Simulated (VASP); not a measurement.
A run of VASP 6.6.1 is set up as follows.

INCAR

```
  PREC = Accurate
  ENCUT = 400
  EDIFF = 1E-8
  ISMEAR = -1
  SIGMA = 0.05
  LREAL = F
  LASPH = T
  NELM = 120
  ALGO = Normal
  ISIF = 2
  LWAVE = F
  LCHARG = F
  GGA = PE
  LEFG = T
  NBANDS = 15
  GGA_COMPAT = F
```

File KPOINTS:

```
Automatic mesh
0
Gamma
  10 10 10
```

Contents of POSCAR:

```
RbCl
1.0
    0.0000000000      3.3766404364      3.3766404364
    3.3766404364      0.0000000000      3.3766404364
    3.3766404364      3.3766404364      0.0000000000
Rb Cl
1 1
Direct
    0.0000000000      0.0000000000      0.0000000000
    0.5000000000      0.5000000000      0.5000000000
```

Potentials or basis: VASP PAW PBE potentials, release 64 (Rb_sv, Cl).

The run is started by

```bash
$ cat potpaw_PBE.64/Rb_sv/POTCAR potpaw_PBE.64/Cl/POTCAR > POTCAR
$ mpirun -np 1 vasp_std > vasp.out
```

Q: Predict the band gap on the k mesh.

A: 4.76 eV, direct.

Q: Estimate the pressure.

A: -0.3 GPa.

Caveat: without QUAD_EFG the Cq values of the log hold for a quadrupole moment of 1 mb, not for the nuclei. A k mesh can miss the band edges.
